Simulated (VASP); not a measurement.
# Sr (P3_121) in VASP: single point with PBEsol

Aim: the single point of Sr with PBEsol.

All numbers are computed with VASP 6.6.1; they aren't measurements. Logs are shortened: lines on timing, memory, paths and dates and some standing lists are left out, and cuts for length are marked.

## (1) The cell of the first run

Symmetry: P3_121, No. 152, trigonal system. The conventional cell has a = 5.625 Å, b = 5.625 Å, c = 6.381 Å, α = 90.00°, β = 90.00°, γ = 120.00°. Sr (site symmetry 2) has 2 Sr at 3.06 Å within 4.0 Å.

## (2) Single point, PBEsol

INCAR reads:

```
SYSTEM = Sr
PREC     = Accurate       ! precision mode
ENCUT    = 520            ! plane-wave cutoff, eV
EDIFF    = 1E-6           ! SCF threshold, eV
ISMEAR   = 0              ! smearing method
SIGMA    = 0.1            ! smearing width, eV
LREAL    = .False.        ! projectors in reciprocal space
LASPH    = .True.         ! aspherical terms in the spheres
NELM     = 80             ! most SCF steps
ALGO     = Normal         ! electronic algorithm
ISIF     = 2              ! what is computed and relaxed
LWAVE    = .False.        ! write WAVECAR
LCHARG   = .True.         ! write CHGCAR
GGA      = PS             ! functional
LELF     = .True.         ! ELF
LVHAR    = .True.       
NBANDS   = 22             ! bands
```

KPOINTS reads:

```
regular mesh
0
Gamma
  6 6 4
  0 0 0
```

POSCAR reads:

```
Sr
1.0
    5.6246462753      0.0000000000      0.0000000000
   -2.8123231377      4.8710865618      0.0000000000
    0.0000000000      0.0000000000      6.3813494836
Sr
3
Direct
    0.2254000000      0.0000000000      0.3333333333
    0.0000000000      0.2254000000      0.6666666667
    0.7746000000      0.7746000000      0.0000000000
```

Potentials or basis: VASP PAW PBE potentials, release 64 (Sr_sv).

Command:

```console
> cat potpaw_PBE.64/Sr_sv/POTCAR > POTCAR
> mpirun -np 1 vasp_std > vasp.out
```

OUTCAR:

```text
SYSTEM = Sr
   PREC = Accurate
   ENCUT = 520
   EDIFF = 1E-6
   ISMEAR = 0
   LREAL = .False.
   LASPH = .True.
   NELM = 80
   ISIF = 2
   GGA = PS

 ion  position               nearest neighbor table
   1  0.225  0.000  0.333-   3 3.06   2 3.06   3 4.43   3 4.43   2 4.43   2 4.43   2 4.79   3 4.79

   2  0.000  0.225  0.667-   3 3.06   1 3.06   3 4.43   3 4.43   1 4.43   1 4.43   1 4.79   3 4.79

   3  0.775  0.775  0.000-   1 3.06   2 3.06   2 4.43   1 4.43   2 4.43   1 4.43   1 4.79   2 4.79

  LATTYP: Found a hexagonal cell.
 ALAT       =     5.6246462753
 C/A-ratio  =     1.1345334749

  Lattice vectors:

 A1 = (   5.6246462753,   0.0000000000,   0.0000000000)
 A2 = (  -2.8123231377,   4.8710865618,   0.0000000000)
 A3 = (   0.0000000000,   0.0000000000,   6.3813494836)

Analysis of symmetry for initial positions (statically):
=====================================================================
 Subroutine PRICEL returns:
 Original cell was already a primitive cell.

 Routine SETGRP: Setting up the symmetry group for a
 hexagonal supercell.

 Subroutine GETGRP returns: Found  6 space group operations
 (whereof  2 operations were pure point group operations)
 out of a pool of 24 trial point group operations.

The static configuration has the point symmetry C_2 .
 The point group associated with its full space group is D_3 .

Analysis of symmetry for dynamics (positions and initial velocities):
=====================================================================
 Subroutine PRICEL returns:
 Original cell was already a primitive cell.

 Routine SETGRP: Setting up the symmetry group for a
 hexagonal supercell.

 Subroutine GETGRP returns: Found  6 space group operations
 (whereof  2 operations were pure point group operations)
 out of a pool of 24 trial point group operations.

The dynamic configuration has the point symmetry C_2 .
 The point group associated with its full space group is D_3 .

 Subroutine INISYM returns: Found  6 space group operations
 (whereof  2 operations are pure point group operations),
 and found     1 'primitive' translations

----------------------------------------------------------------------------------------

                                     Primitive cell

  volume of cell :     174.8371

  direct lattice vectors                    reciprocal lattice vectors
     5.624646275  0.000000000  0.000000000     0.177788958  0.102646503  0.000000000
    -2.812323138  4.871086562  0.000000000     0.000000000  0.205293005  0.000000000
     0.000000000  0.000000000  6.381349484     0.000000000  0.000000000  0.156706666

  length of vectors
     5.624646275  5.624646275  6.381349484     0.205293005  0.205293005  0.156706666

  position of ions in fractional coordinates (direct lattice)
     0.225400000  0.000000000  0.333333333
     0.000000000  0.225400000  0.666666667
     0.774600000  0.774600000  0.000000000

  ion indices of the primitive-cell ions
   primitive index   ion index
                 1           1
                 2           2
                 3           3

----------------------------------------------------------------------------------------

 KPOINTS: regular mesh

Automatic generation of k-mesh.
 Grid dimensions read from file:
 generate k-points for:    6    6    4

 Generating k-lattice:

  Cartesian coordinates                     Fractional coordinates (reciprocal lattice)
     0.029631493  0.017107750  0.000000000     0.166666667  0.000000000  0.000000000
     0.000000000  0.034215501  0.000000000     0.000000000  0.166666667  0.000000000
     0.000000000  0.000000000  0.039176666     0.000000000  0.000000000  0.250000000

  Length of vectors
     0.034215501  0.034215501  0.039176666

  Shift w.r.t. Gamma in fractional coordinates (k-lattice)
     0.000000000  0.000000000  0.000000000

 Subroutine IBZKPT returns following result:
 ===========================================

 Found     24 irreducible k-points:

 Following reciprocal coordinates:
            Coordinates               Weight
  0.000000  0.000000  0.000000      1.000000
  0.166667  0.000000  0.000000      6.000000
  0.333333  0.000000  0.000000      6.000000
  0.500000  0.000000  0.000000      3.000000
  0.166667  0.166667  0.000000      6.000000
  0.333333  0.166667  0.000000     12.000000
[... 16 lines left out ...]
  0.333333  0.166667  0.500000     12.000000
  0.333333  0.333333  0.500000      2.000000
   k-points           NKPTS =     24   k-points in BZ     NKDIM =     24   number of bands    NBANDS=     22
   number of dos      NEDOS =    301   number of ions     NIONS =      3
   total plane-waves  NPLWV =  84672
   dimension x,y,z NGX =    42 NGY =   42 NGZ =   48
   dimension x,y,z NGXF=    84 NGYF=   84 NGZF=   96
   ions per type =               3
   NGX,Y,Z   is equivalent  to a cutoff of  12.41, 12.41, 12.50 a.u.
   NGXF,Y,Z  is equivalent  to a cutoff of  24.83, 24.83, 25.01 a.u.
 SYSTEM =  Sr
   PREC   = accura    normal or accurate (medium, high low for compatibility)
   ISTART =      0    job   : 0-new  1-cont  2-samecut
   ICHARG =      2    charge: 1-file 2-atom 10-const
   ISPIN  =      1    spin polarized calculation?
   LNONCOLLINEAR =      F non collinear calculations
   LSORBIT =      F    spin-orbit coupling
   LASPH  =      T    aspherical Exc in radial PAW
   ENCUT  =  520.0 eV  38.22 Ry    6.18 a.u.  10.46 10.46 11.87*2*pi/ulx,y,z
   NELM   =     80;   NELMIN=  2; NELMDL= -5     # of ELM steps
   EDIFF  = 0.1E-05   stopping-criterion for ELM
   LREAL  =      F    real-space projection
   EDIFFG = 0.1E-04   stopping-criterion for IOM
   NSW    =      0    number of steps for IOM
   IBRION =     -1    ionic relax: 0-MD 1-quasi-New 2-CG
   NFREE  =      0    steps in history (QN), initial steepest desc. (CG)
   ISIF   =      2    stress and relaxation
   ISYM   =      2    0-nonsym 1-usesym 2-fastsym
   POTIM  = 0.5000    time-step for ionic-motion
   TEBEG  =    0.0;   TEEND  =   0.0 temperature during run
   PSTRESS=    0.0 pullay stress
   NELECT =      30.0000    total number of electrons
   NUPDOWN=      -1.0000    fix difference up-down
   EMIN   =  10.00;   EMAX   =-10.00  energy-range for DOS
   EFERMI =   0.00;   METHOD = LEGACY
   ISMEAR =     0;   SIGMA  =   0.10  broadening in eV -4-tet -1-fermi 0-gaus
   EFERMI_NEDOS =   21; number of points for ismear=-14 and -15
   IALGO  =     38    algorithm
   IMIX   =      4    mixing-type and parameters
     AMIX     =   0.40;   BMIX     =  1.00
     AMIX_MAG =   1.60;   BMIX_MAG =  1.00
  volume/ion in A,a.u.               =      58.28       393.29
  Fermi-wavevector in a.u.,A,eV,Ry     =   0.909712  1.719107 11.259861  0.827576
  Thomas-Fermi vector in A             =   2.033789
   LORBIT       =      0    0 simple, 1 ext, 2 COOP (PROOUT), +10 PAW based schemes
   GGA     = PS    functional components
   LHFCALC =     F    Hartree Fock is set to
   AEXX    =    0.0000 exact exchange contribution
   IVDW    =     0    specifies the selected vdW correction
   LEPSILON=     F    determine dielectric tensor
   LRPA    =     F    only Hartree local field effects (RPA)
 non-spin polarized calculation
 Gauss-broadening in eV      SIGMA  =   0.10
  energy-cutoff  :      520.00
  volume of cell :      174.84
 maximum number of plane-waves:      4752
 NGX is ok and might be reduce to    42
   NGX = 21   NGY = 21   NGZ = 23

 number of electron      30.0000000 magnetization

 Free energy of the ion-electron system (eV)
  ---------------------------------------------------
  ext. energy  EPLUGINS =         0.00000000
  ---------------------------------------------------
  free energy    TOTEN  =        -2.35393576 eV

  energy without entropy =       -2.33216987  energy(sigma->0) =       -2.34305281

 E-fermi :   0.9833     XC(G=0):  -7.1666

 val. band max:        0.9715016068   @ k =   0.3333   0.3333   0.5000
 cond. band min:       1.0015642921   @ k =  -0.1667   0.5000   0.2500
 fundamental gap:      0.0300626854
 Fermi energy:         0.9832965061

 k-point     1 :       0.0000    0.0000    0.0000
  band No.  band energies     occupation
      1     -35.9998      2.00000
      2     -35.8146      2.00000
      3     -35.8146      2.00000
      4     -18.4953      2.00000
      5     -18.4953      2.00000
      6     -18.2623      2.00000
[... 14 lines left out ...]
     21       2.5197      0.00000
     22       3.4931      0.00000

 k-point     2 :       0.1667    0.0000    0.0000
  band No.  band energies     occupation
      1     -35.9989      2.00000
      2     -35.8152      2.00000
      3     -35.8148      2.00000
      4     -18.4980      2.00000
      5     -18.4970      2.00000
      6     -18.2608      2.00000
[... 14 lines left out ...]
     21       2.7069      0.00000
     22       3.2726      0.00000

 k-point     3 :       0.3333    0.0000    0.0000
  band No.  band energies     occupation
      1     -35.9972      2.00000
      2     -35.8165      2.00000
      3     -35.8152      2.00000
      4     -18.5030      2.00000
      5     -18.5005      2.00000
      6     -18.2570      2.00000
[... 14 lines left out ...]
     21       2.9921      0.00000
     22       3.0400      0.00000

 k-point     4 :       0.5000    0.0000    0.0000
  band No.  band energies     occupation
      1     -35.9963      2.00000
      2     -35.8171      2.00000
      3     -35.8154      2.00000
      4     -18.5054      2.00000
      5     -18.5022      2.00000
      6     -18.2547      2.00000
[... 14 lines left out ...]
     21       2.9341      0.00000
     22       2.9593      0.00000

 k-point     5 :       0.1667    0.1667    0.0000
  band No.  band energies     occupation
      1     -35.9976      2.00000
      2     -35.8161      2.00000
      3     -35.8152      2.00000
      4     -18.5017      2.00000
      5     -18.4997      2.00000
      6     -18.2580      2.00000
[... 417 lines left out ...]
 k-point    22 :       0.1667    0.1667    0.5000
  band No.  band energies     occupation
      1     -35.9376      2.00000
      2     -35.9368      2.00000
      3     -35.7545      2.00000
      4     -18.5803      2.00000
      5     -18.3560      2.00000
      6     -18.3555      2.00000
[... 14 lines left out ...]
     21       2.6293      0.00000
     22       3.1589      0.00000

 k-point    23 :       0.3333    0.1667    0.5000
  band No.  band energies     occupation
      1     -35.9371      2.00000
      2     -35.9360      2.00000
      3     -35.7558      2.00000
      4     -18.5842      2.00000
      5     -18.3614      2.00000
      6     -18.3600      2.00000
[... 14 lines left out ...]
     21       2.7717      0.00000
     22       3.1587      0.00000

 k-point    24 :       0.3333    0.3333    0.5000
  band No.  band energies     occupation
      1     -35.9363      2.00000
      2     -35.9363      2.00000
      3     -35.7562      2.00000
      4     -18.5854      2.00000
      5     -18.3626      2.00000
      6     -18.3626      2.00000
[... 14 lines left out ...]
     21       2.6899      0.00000
     22       2.8192      0.00000

------------------------ aborting loop because EDIFF is reached ----------------------------------------

  FORCE on cell =-STRESS in cart. coord.  units (eV):
  Direction    XX          YY          ZZ          XY          YZ          ZX
  --------------------------------------------------------------------------------------
  -------------------------------------------------------------------------------------
  Total       -0.5456050     -0.5456050      2.8917425      0.0000000      0.0000000      0.0000000
  in kB       -4.9998309     -4.9998309     26.4994343      0.0000000      0.0000000      0.0000000
  external PRESSURE =       5.4999241 kB  Pullay stress =       0.0000000 kB

 VOLUME and BASIS-vectors are now :
 -----------------------------------------------------------------------------
  energy-cutoff  :      520.00
  volume of cell :      174.84
      direct lattice vectors                 reciprocal lattice vectors
     5.624646275  0.000000000  0.000000000     0.177788958  0.102646503  0.000000000
    -2.812323138  4.871086562  0.000000000     0.000000000  0.205293005  0.000000000
     0.000000000  0.000000000  6.381349484     0.000000000  0.000000000  0.156706666

 POSITION                                       TOTAL-FORCE (eV/Angst)
 -----------------------------------------------------------------------------------
      1.26780      0.00000      2.12712         2.344711     -0.000000      0.000000
     -0.63390      1.09794      4.25423        -1.172356      2.030580     -0.000000
      2.17843      3.77314      0.00000        -1.172356     -2.030580     -0.000000
 -----------------------------------------------------------------------------------
    total drift:                                0.000000     -0.000000     -0.000000

  FREE ENERGIE OF THE ION-ELECTRON SYSTEM (eV)
  ---------------------------------------------------
  free  energy   TOTEN  =        -2.3539357557 eV

  energy  without entropy=       -2.3321698677  energy(sigma->0) =       -2.34305281
```

Wall time 2.7 min (1 thread of Intel Xeon 8259CL, shared host); peak memory 0.27 GiB.

What came out:

| Property | Result |
| --- | --- |
| Free energy | -2.3539 eV |
| Pressure | 0.5 GPa |
| Largest force | 2.345 eV/Å |
| Band gap on the k mesh | zero (bands 15 and 16 overlap by 0.38 eV) |

Forces on the atoms (eV/Å):
```
Sr   2.345  0.000  0.000
Sr  -1.172  2.031  0.000
Sr  -1.172 -2.031  0.000
```

Stress tensor (GPa, compression positive):
```
-0.50  0.00  0.00
 0.00 -0.50  0.00
 0.00  0.00  2.65
```

Levels at points of the mesh, in eV from the Fermi level:
```csv
k point,band 12,band 13,band 14,band 15,band 16,band 17,band 18,band 19
"(0.00, 0.00, 0.00)",-18.45,-3.11,-0.21,-0.21,0.65,0.76,0.76,1.37
"(0.50, 0.00, 0.00)",-18.44,-1.55,-1.06,-0.42,0.79,0.90,0.98,1.19
"(0.00, 0.00, 0.50)",-18.48,-1.96,-1.96,0.11,0.49,0.49,1.08,1.08
"(0.50, 0.00, 0.50)",-18.46,-0.91,-0.65,-0.49,-0.07,0.54,0.66,1.24
```

Caveat: the PAW data sets were made with another functional, which shifts forces and pressure a little.

The gap in the log of VASP goes by the Fermi energy; the results here count the filled bands.